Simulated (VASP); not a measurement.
Set up this calculation in VASP 6.6.1, as the native input.

| Item | Value |
| --- | --- |
| Task | single point |
| Functional | PBEsol |
| Potentials or basis | VASP PAW PBE potentials, release 64 (Pb_d) |
| Cutoff | 520 eV |
| k mesh | 12 × 12 × 4 |
| Occupations | fermi-dirac, width 0.1 eV |
| Spin | no spin polarisation |
| Dipole correction | no |
| Further INCAR settings | ALGO = Normal; EDIFF = 1e-07; NBANDS = 36 |

The structure of Pb lies in POSCAR:

```
Pb
1.0
    3.3956672932      0.0000000000      0.0000000000
   -1.6978336466      2.9407341387      0.0000000000
    0.0000000000      0.0000000000     11.0223731567
Pb
4
Direct
    1.0000000000      1.0000000000      0.0000000000
    1.0000000000      1.0000000000      0.5000000000
    0.3333333333      0.6666666667      0.2500000000
    0.6666666667      0.3333333333      0.7500000000
```

This isn't the form of Pb at room conditions, which is fcc.

The input as run:

INCAR

```
  PREC = Accurate
  ENCUT = 520
  EDIFF = 1E-7
  ISMEAR = -1
  SIGMA = 0.1
  LREAL = False
  LASPH = True
  NELM = 80
  ALGO = Normal
  ISIF = 2
  LWAVE = False
  LCHARG = False
  GGA = PS
  NBANDS = 36
```

KPOINTS

```
regular mesh
0
Gamma
  12 12 4
```

Potentials or basis: VASP PAW PBE potentials, release 64 (Pb_d).

Run with:

```bash
$ cat potpaw_PBE.64/Pb_d/POTCAR > POTCAR
$ mpirun -np 1 vasp_std > vasp.out
```

It gave:

* Pressure: 5.0 GPa
* Band gap on the k mesh: zero (bands 28 and 29 overlap by 8.50 eV)

Caveat: the cell stands under pressure; the PAW data sets were made with another functional, which shifts forces and pressure a little; spin-orbit coupling is left out, which moves the levels of the heavy elements.

Wall time 5.6 min on 1 thread of Intel Xeon 8259CL (shared host), peak memory 0.34 GiB.
